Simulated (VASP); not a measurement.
# Cu (Fmmm) in VASP: a series of runs

Runs on Cu. Level: PBEsol. Tasks: single point.

Program: VASP 6.6.1. These are calculated values, not measurements. Logs are shortened: lines on timing, memory, paths and dates and some standing lists are left out, and cuts for length are marked.

### Step 1. The cell of the first run

It takes space group Fmmm (No. 69, orthorhombic). The conventional cell has a = 3.073 Å, b = 3.615 Å, c = 4.157 Å, α = 90.00°, β = 90.00°, γ = 90.00°. Cu (site symmetry mmm) has 14 Cu at 2.37 to 3.07 Å within 3.1 Å.

### Step 2. Single point, PBEsol (strain -0.1500 x Voigt [1, -1, 0, 0, 0, 0])

File INCAR:

```
  PREC = Accurate
  ENCUT = 520
  EDIFF = 1E-6
  ISMEAR = 0
  SIGMA = 0.15
  LREAL = False
  LASPH = True
  NELM = 100
  ALGO = Fast
  ISIF = 2
  LWAVE = False
  LCHARG = False
  GGA = PS
  NBANDS = 12
```

File KPOINTS:

```
Automatic mesh
0
Gamma
  22 22 22
```

File POSCAR:

```
Cu
1.0
    0.0000000000      2.0786250000      1.8075000000
    1.5363750000      0.0000000000      1.8075000000
    1.5363750000      2.0786250000      0.0000000000
Cu
1
Direct
    0.0000000000      0.0000000000      0.0000000000
```

Potentials or basis: VASP PAW PBE potentials, release 64 (Cu).

Started as:

```sh
cat potpaw_PBE.64/Cu/POTCAR > POTCAR
mpirun -np 1 vasp_std > vasp.out
```

OUTCAR:

```text
PREC = Accurate
   ENCUT = 520
   EDIFF = 1E-6
   ISMEAR = 0
   LREAL = False
   LASPH = True
   NELM = 100
   ISIF = 2
   GGA = PS

 ion  position               nearest neighbor table
   1  0.000  0.000  0.000-

  LATTYP: Found a face centered orthorhombic cell.
 ALAT       =     3.0727500000
 B/A-ratio  =     1.1764705882
 C/A-ratio  =     1.3529411765

  Lattice vectors:

 A1 = (   0.0000000000,   2.0786250000,  -1.8075000000)
 A2 = (   1.5363750000,   2.0786250000,   0.0000000000)
 A3 = (   1.5363750000,   0.0000000000,  -1.8075000000)

Analysis of symmetry for initial positions (statically):
=====================================================================
 Subroutine PRICEL returns:
 Original cell was already a primitive cell.

 Routine SETGRP: Setting up the symmetry group for a
 face centered orthorhombic supercell.

 Subroutine GETGRP returns: Found  8 space group operations
 (whereof  8 operations were pure point group operations)
 out of a pool of  8 trial point group operations.

The static configuration has the point symmetry D_2h.

Analysis of symmetry for dynamics (positions and initial velocities):
=====================================================================
 Subroutine PRICEL returns:
 Original cell was already a primitive cell.

 Routine SETGRP: Setting up the symmetry group for a
 face centered orthorhombic supercell.

 Subroutine GETGRP returns: Found  8 space group operations
 (whereof  8 operations were pure point group operations)
 out of a pool of  8 trial point group operations.

The dynamic configuration has the point symmetry D_2h.

 Subroutine INISYM returns: Found  8 space group operations
 (whereof  8 operations are pure point group operations),
 and found     1 'primitive' translations

----------------------------------------------------------------------------------------

                                     Primitive cell

  volume of cell :      11.5447

  direct lattice vectors                    reciprocal lattice vectors
     0.000000000  2.078625000  1.807500000    -0.325441380  0.240543629  0.276625173
     1.536375000  0.000000000  1.807500000     0.325441380 -0.240543629  0.276625173
     1.536375000  2.078625000  0.000000000     0.325441380  0.240543629 -0.276625173

  length of vectors
     2.754584931  2.372236158  2.584788199     0.490198751  0.490198751  0.490198751

  position of ions in fractional coordinates (direct lattice)
     0.000000000  0.000000000  0.000000000

  ion indices of the primitive-cell ions
   primitive index   ion index
                 1           1

----------------------------------------------------------------------------------------

 KPOINTS: Automatic mesh

Automatic generation of k-mesh.
 Grid dimensions read from file:
 generate k-points for:   22   22   22

 Generating k-lattice:

  Cartesian coordinates                     Fractional coordinates (reciprocal lattice)
    -0.014792790  0.010933801  0.012573871     0.045454545 -0.000000000  0.000000000
     0.014792790 -0.010933801  0.012573871    -0.000000000  0.045454545  0.000000000
     0.014792790  0.010933801 -0.012573871     0.000000000  0.000000000  0.045454545

  Length of vectors
     0.022281761  0.022281761  0.022281761

  Shift w.r.t. Gamma in fractional coordinates (k-lattice)
     0.000000000  0.000000000  0.000000000

 Subroutine IBZKPT returns following result:
 ===========================================

 Found   1530 irreducible k-points:

 Following reciprocal coordinates:
            Coordinates               Weight
  0.000000  0.000000  0.000000      1.000000
  0.045455 -0.000000  0.000000      8.000000
  0.090909 -0.000000  0.000000      8.000000
  0.136364 -0.000000 -0.000000      8.000000
  0.181818 -0.000000  0.000000      8.000000
  0.227273 -0.000000 -0.000000      8.000000
[... 16 lines left out ...]
  0.500000  0.045455 -0.000000      8.000000
 -0.454545  0.045455  0.000000      8.000000
 [... further k-points ...]
   k-points           NKPTS =   1530   k-points in BZ     NKDIM =   1530   number of bands    NBANDS=     12
   number of dos      NEDOS =    301   number of ions     NIONS =      1
   total plane-waves  NPLWV =   7200
   dimension x,y,z NGX =    20 NGY =   18 NGZ =   20
   dimension x,y,z NGXF=    40 NGYF=   36 NGZF=   40
   ions per type =               1
   NGX,Y,Z   is equivalent  to a cutoff of  12.07, 12.61, 12.86 a.u.
   NGXF,Y,Z  is equivalent  to a cutoff of  24.14, 25.23, 25.73 a.u.
 SYSTEM =  unknown system
   PREC   = accura    normal or accurate (medium, high low for compatibility)
   ISTART =      0    job   : 0-new  1-cont  2-samecut
   ICHARG =      2    charge: 1-file 2-atom 10-const
   ISPIN  =      1    spin polarized calculation?
   LNONCOLLINEAR =      F non collinear calculations
   LSORBIT =      F    spin-orbit coupling
   LASPH  =      T    aspherical Exc in radial PAW
   ENCUT  =  520.0 eV  38.22 Ry    6.18 a.u.   5.12  4.41  4.81*2*pi/ulx,y,z
   NELM   =    100;   NELMIN=  2; NELMDL= -5     # of ELM steps
   EDIFF  = 0.1E-05   stopping-criterion for ELM
   LREAL  =      F    real-space projection
   EDIFFG = 0.1E-04   stopping-criterion for IOM
   NSW    =      0    number of steps for IOM
   IBRION =     -1    ionic relax: 0-MD 1-quasi-New 2-CG
   NFREE  =      0    steps in history (QN), initial steepest desc. (CG)
   ISIF   =      2    stress and relaxation
   ISYM   =      2    0-nonsym 1-usesym 2-fastsym
   POTIM  = 0.5000    time-step for ionic-motion
   TEBEG  =    0.0;   TEEND  =   0.0 temperature during run
   PSTRESS=    0.0 pullay stress
   NELECT =      11.0000    total number of electrons
   NUPDOWN=      -1.0000    fix difference up-down
   EMIN   =  10.00;   EMAX   =-10.00  energy-range for DOS
   EFERMI =   0.00;   METHOD = LEGACY
   ISMEAR =     0;   SIGMA  =   0.15  broadening in eV -4-tet -1-fermi 0-gaus
   EFERMI_NEDOS =   21; number of points for ismear=-14 and -15
   IALGO  =     68    algorithm
   IMIX   =      4    mixing-type and parameters
     AMIX     =   0.40;   BMIX     =  1.00
     AMIX_MAG =   1.60;   BMIX_MAG =  1.00
  volume/ion in A,a.u.               =      11.54        77.91
  Fermi-wavevector in a.u.,A,eV,Ry     =   1.610937  3.044229 35.308715  2.595117
  Thomas-Fermi vector in A             =   2.706407
   LORBIT       =      0    0 simple, 1 ext, 2 COOP (PROOUT), +10 PAW based schemes
   GGA     = PS    functional components
   LHFCALC =     F    Hartree Fock is set to
   AEXX    =    0.0000 exact exchange contribution
   IVDW    =     0    specifies the selected vdW correction
   LEPSILON=     F    determine dielectric tensor
   LRPA    =     F    only Hartree local field effects (RPA)
 non-spin polarized calculation
 RMM-DIIS sequential band-by-band and
 Gauss-broadening in eV      SIGMA  =   0.15
  energy-cutoff  :      520.00
  volume of cell :       11.54
 maximum number of plane-waves:       322
   NGX = 11   NGY =  9   NGZ =  9

 number of electron      10.9999998 magnetization

 Free energy of the ion-electron system (eV)
  ---------------------------------------------------
  ext. energy  EPLUGINS =         0.00000000
  ---------------------------------------------------
  free energy    TOTEN  =        -4.21915842 eV

  energy without entropy =       -4.21618352  energy(sigma->0) =       -4.21767097

 E-fermi :   7.6658     XC(G=0): -13.0350

 val. band max:        7.6636753551   @ k =   0.5000   0.1818   0.0455
 cond. band min:       7.6807724983   @ k =  -0.4545   0.0909   0.2727
 fundamental gap:      0.0170971432
 Fermi energy:         7.6658491436

 k-point     1 :       0.0000    0.0000    0.0000
  band No.  band energies     occupation
      1      -1.8679      2.00000
      2       3.9430      2.00000
      3       4.6474      2.00000
      4       4.8607      2.00000
      5       5.3430      2.00000
      6       5.8482      2.00000
      7      31.6493      0.00000
      8      31.7961      0.00000
      9      33.5960      0.00000
     10      35.0107      0.00000
     11      35.2590      0.00000
     12      35.5144      0.00000

 k-point     2 :       0.0455   -0.0000    0.0000
  band No.  band energies     occupation
      1      -1.7888      2.00000
      2       3.9564      2.00000
      3       4.6533      2.00000
      4       4.8607      2.00000
      5       5.3351      2.00000
      6       5.8366      2.00000
      7      31.1191      0.00000
      8      31.4638      0.00000
      9      32.9863      0.00000
     10      34.2080      0.00000
     11      34.3844      0.00000
     12      36.2760      0.00000

 k-point     3 :       0.0909   -0.0000    0.0000
  band No.  band energies     occupation
      1      -1.5533      2.00000
      2       3.9916      2.00000
      3       4.6595      2.00000
      4       4.8714      2.00000
      5       5.3182      2.00000
      6       5.8044      2.00000
      7      29.2391      0.00000
      8      30.7421      0.00000
      9      32.1576      0.00000
     10      33.3597      0.00000
     11      34.0391      0.00000
     12      37.0649      0.00000

 k-point     4 :       0.1364   -0.0000   -0.0000
  band No.  band energies     occupation
      1      -1.1673      2.00000
      2       4.0364      2.00000
      3       4.6299      2.00000
      4       4.9280      2.00000
      5       5.3073      2.00000
      6       5.7589      2.00000
      7      26.8662      0.00000
      8      29.7381      0.00000
      9      31.4010      0.00000
     10      32.7768      0.00000
     11      34.1071      0.00000
     12      37.6742      0.00000

 k-point     5 :       0.1818   -0.0000    0.0000
  band No.  band energies     occupation
      1      -0.6425      2.00000
      2       4.0782      2.00000
      3       4.5505      2.00000
      4       5.0517      2.00000
      5       5.3116      2.00000
      6       5.7115      2.00000
      7      24.4346      0.00000
      8      28.6250      0.00000
      9      30.7638      0.00000
     10      32.2460      0.00000
     11      34.4135      0.00000
     12      37.5387      0.00000
[... 228 lines left out ...]
      1       2.2901      2.00000
      2       3.9984      2.00000
      3       4.9996      2.00000
      4       5.3806      2.00000
      5       5.7815      2.00000
      6       6.2425      2.00000
      7      14.4714      0.00000
      8      24.5577      0.00000
      9      29.2169      0.00000
     10      29.9302      0.00000
     11      34.8897      0.00000
     12      36.7448      0.00000

 k-point    22 :       0.4545    0.0455   -0.0000
  band No.  band energies     occupation
      1       2.4883      2.00000
      2       3.9558      2.00000
      3       5.1442      2.00000
      4       5.6338      2.00000
      5       5.8925      2.00000
      6       6.6921      2.00000
      7      12.9121      0.00000
      8      24.1466      0.00000
      9      28.7790      0.00000
     10      29.6767      0.00000
     11      35.3072      0.00000
     12      37.0891      0.00000

 k-point    23 :       0.5000    0.0455   -0.0000
  band No.  band energies     occupation
      1       2.5514      2.00000
      2       3.9330      2.00000
      3       5.1856      2.00000
      4       5.6969      2.00000
      5       6.0382      2.00000
      6       7.1306      2.00000
      7      11.9796      0.00000
      8      23.9439      0.00000
      9      28.3784      0.00000
     10      29.6181      0.00000
     11      35.6946      0.00000
     12      37.4927      0.00000

 k-point    24 :      -0.4545    0.0455    0.0000
  band No.  band energies     occupation
      1       2.5346      2.00000
      2       3.9315      2.00000
      3       5.2179      2.00000
      4       5.6598      2.00000
      5       6.0565      2.00000
      6       6.9966      2.00000
      7      12.1522      0.00000
      8      23.9557      0.00000
      9      28.1057      0.00000
     10      29.6597      0.00000
     11      36.0130      0.00000
     12      37.9907      0.00000

 [... further k-points ...]

------------------------ aborting loop because EDIFF is reached ----------------------------------------

  FORCE on cell =-STRESS in cart. coord.  units (eV):
  Direction    XX          YY          ZZ          XY          YZ          ZX
  --------------------------------------------------------------------------------------
  -------------------------------------------------------------------------------------
  Total        0.2824290     -0.9690902      0.7339285      0.0000000      0.0000000     -0.0000000
  in kB       39.1956798   -134.4909638    101.8550774      0.0000000      0.0000000     -0.0000000
  external PRESSURE =       2.1865978 kB  Pullay stress =       0.0000000 kB

 VOLUME and BASIS-vectors are now :
 -----------------------------------------------------------------------------
  energy-cutoff  :      520.00
  volume of cell :       11.54
      direct lattice vectors                 reciprocal lattice vectors
     0.000000000  2.078625000  1.807500000    -0.325441380  0.240543629  0.276625173
     1.536375000  0.000000000  1.807500000     0.325441380 -0.240543629  0.276625173
     1.536375000  2.078625000  0.000000000     0.325441380  0.240543629 -0.276625173

 POSITION                                       TOTAL-FORCE (eV/Angst)
 -----------------------------------------------------------------------------------
      0.00000      0.00000      0.00000        -0.000000      0.000000      0.000000
 -----------------------------------------------------------------------------------
    total drift:                                0.000000     -0.000000      0.000000

  FREE ENERGIE OF THE ION-ELECTRON SYSTEM (eV)
  ---------------------------------------------------
  free  energy   TOTEN  =        -4.2191584179 eV

  energy  without entropy=       -4.2161835163  energy(sigma->0) =       -4.21767097
```

Wall time 2.7 min (1 thread of Intel Xeon Platinum 8259CL at 2.50GHz (Skylake/Cascade Lake), shared host); peak memory 0.3 GiB.

Results:

- Free energy: -4.2192 eV
- Pressure: 0.2 GPa

Levels at points of the mesh, in eV from the Fermi level:
```
           k point  band 1  band 2  band 3  band 4  band 5  band 6  band 7  band 8  band 9  band 10
(0.00, 0.00, 0.00)   -9.53   -3.72   -3.02   -2.81   -2.32   -1.82   23.98   24.13   25.93    27.34
(0.50, 0.00, 0.00)   -5.15   -3.75   -2.43   -1.88   -1.44   -0.86    4.22   16.33   21.45    21.92
(0.50, 0.50, 0.00)   -5.03   -4.09   -2.07   -1.98   -1.09    1.31    7.09   14.26   14.75    18.87
(0.50, 0.00, 0.50)   -5.29   -4.42   -1.68   -1.68   -1.47   -1.13    3.77   17.30   17.49    21.34
(0.00, 0.50, 0.50)   -4.88   -4.60   -1.82   -1.63   -1.16    5.61    9.68   10.29   11.77    15.15
```

Caveat: the cell differs from its parent crystal (strain -0.1500 x Voigt [1, -1, 0, 0, 0, 0]); the PAW data sets were made with another functional, which shifts forces and pressure a little.

(Continued in part 2 of 2.)
